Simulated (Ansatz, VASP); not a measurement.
## Two plane-wave programs on Pt

```xyz
1
Lattice="-1.5464 1.5464 1.5464 1.5464 -1.5464 1.5464 1.5464 1.5464 -1.5464" Properties=species:S:1:pos:R:3 pbc="T T T"
Pt    0.0000    0.0000    0.0000
```

Alike in both runs: functional PBEsol; dispersion D3(BJ); k mesh 19 × 19 × 19; occupations fermi-dirac, width 0.05 eV; no spin polarisation.

Ansatz relaxed the structure, and its values are those at the end. VASP's run is a single point on that final structure, the one shown.

|  | VASP | Ansatz |
| --- | --- | --- |
| version | VASP 6.6.1 | Ansatz 0.2.0 |
| potentials or method | VASP PAW PBE potentials, release 64 (Pt), cutoff 520 eV | plane waves, PAW |
| valence electrons in the cell | 10 | 18 |

|  | VASP | Ansatz | Ansatz less VASP |
| --- | --- | --- | --- |
| pressure (GPa) | -0.4 | 0.0 | +0.36 |

VASP's potentials were made for PBE, not for PBEsol. VASP's potentials hold 10 valence electrons a cell and Ansatz's 18, so a difference there can come from the potentials and not from the codes.

Neither program's run includes spin-orbit coupling.
